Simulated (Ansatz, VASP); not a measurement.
## One calculation of SiNi3, two programs

INCAR

```
  PREC = Accurate
  ENCUT = 520
  EDIFF = 1E-6
  ISMEAR = 0
  SIGMA = 0.15
  LREAL = F
  LASPH = T
  NELM = 100
  ALGO = Fast
  ISIF = 2
  LWAVE = F
  LCHARG = F
  GGA = PS
  NBANDS = 25
```

Contents of KPOINTS:

```
regular mesh
0
Gamma
  14 14 14
```

Contents of POSCAR:

```
SiNi3
1.0
    3.4612457600      0.0000000000      0.0000000000
    0.0000000000      3.4612457600      0.0000000000
    0.0000000000      0.0000000000      3.2881834720
Si Ni
1 3
Direct
    0.0000000000      0.0000000000      0.0000000000
    0.0000000000      0.5000000000      0.5000000000
    0.5000000000      0.0000000000      0.5000000000
    0.5000000000      0.5000000000      0.0000000000
```

Input for Ansatz:

```yaml
crystal:
  lattice:
    - [3.46124576, 0.0, 0.0]
    - [0.0, 3.46124576, 0.0]
    - [0.0, 0.0, 3.288183472]
  atoms:
    - { symbol: Si, position: [0.0, 0.0, 0.0] }
    - { symbol: Ni, position: [0.0, 0.5, 0.5] }
    - { symbol: Ni, position: [0.5, 0.0, 0.5] }
    - { symbol: Ni, position: [0.5, 0.5, 0.0] }
basis:
  ecutwfc: 420
kpoints:
  mp_grid: { grid: [14, 14, 14] }
hamiltonian:
  xc: pbesol
scf:
  occupations: { method: gaussian, width: 0.15 }
output:
  forces: true
  stress: true
  eigenvalues: true
  write_density: true
  write_potential: true
  elf: true
  volumetric_format: npy
```

Change from the starting cell: strain +0.000 along x and y, -0.050 along z, atoms carried along.

Alike in both runs: task single point; functional PBEsol; k mesh 14 × 14 × 14; occupations gaussian, width 0.15 eV; no spin polarisation.

```csv
,VASP,Ansatz
version,VASP 6.6.1,Ansatz 0.2.0
potentials or method,"VASP PAW PBE potentials, release 64 (Si, Ni), cutoff 520 eV","scalar-relativistic, plane waves, PAW"
valence electrons in the cell,34,58
```

|  | VASP | Ansatz | Ansatz less VASP |
| --- | --- | --- | --- |
| gap on the k mesh at the Fermi level (eV) | none | none | - |
| pressure (GPa) | 14.2 | 14.1 | -0.06 |
| traceless stress, the component that is largest in VASP (GPa) | 5.93 | 6.04 | +0.109 |

VASP's potentials were made for PBE, not for PBEsol. A gap of «none» marks a metal or a gap that the smearing closes. VASP's potentials hold 34 valence electrons a cell and Ansatz's 58, so a difference there can come from the potentials and not from the codes.
